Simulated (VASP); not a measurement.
Zn8S7 (a cell with a defect), 15 atoms in the cell. The cell holds a defect, 15 atoms: a = 6.305 Å, b = 7.688 Å, c = 7.688 Å, α = 120.00°, β = 90.00°, γ = 90.00°.  This cell differs from its parent crystal: atoms taken out.

- Program: VASP 6.6.1
- Task: relaxation of the atoms
- Functional: PBE
- Potentials or basis: VASP PAW PBE potentials, release 64 (Zn, S)
- Cutoff: 520 eV
- k mesh: 2 × 2 × 2
- Occupations: gaussian, width 0.01 eV
- Spin: no spin polarisation
- Dipole correction: no
- Further INCAR settings: LREAL = Auto; ALGO = Normal; EDIFF = 1e-07; IBRION = 2; EDIFFG = -0.025; NSW = 65

Potentials or basis: VASP PAW PBE potentials, release 64 (Zn, S).

The run is started by

```console
$ cat potpaw_PBE.64/Zn/POTCAR potpaw_PBE.64/S/POTCAR > POTCAR
$ mpirun -np 1 vasp_std > vasp.out
```

Hardware: 1 thread of Intel(R) Xeon(R) Platinum 8375C CPU @ 2.90GHz (Ice Lake) (shared host).

Task: How long does it take, and how much memory?

Result: It took 78 min on 1 thread of Intel(R) Xeon(R) Platinum 8375C CPU @ 2.90GHz (Ice Lake), on a shared host, peak memory 0.48 GiB. Counts: scf iterations 260, k points 4, ion steps 25.
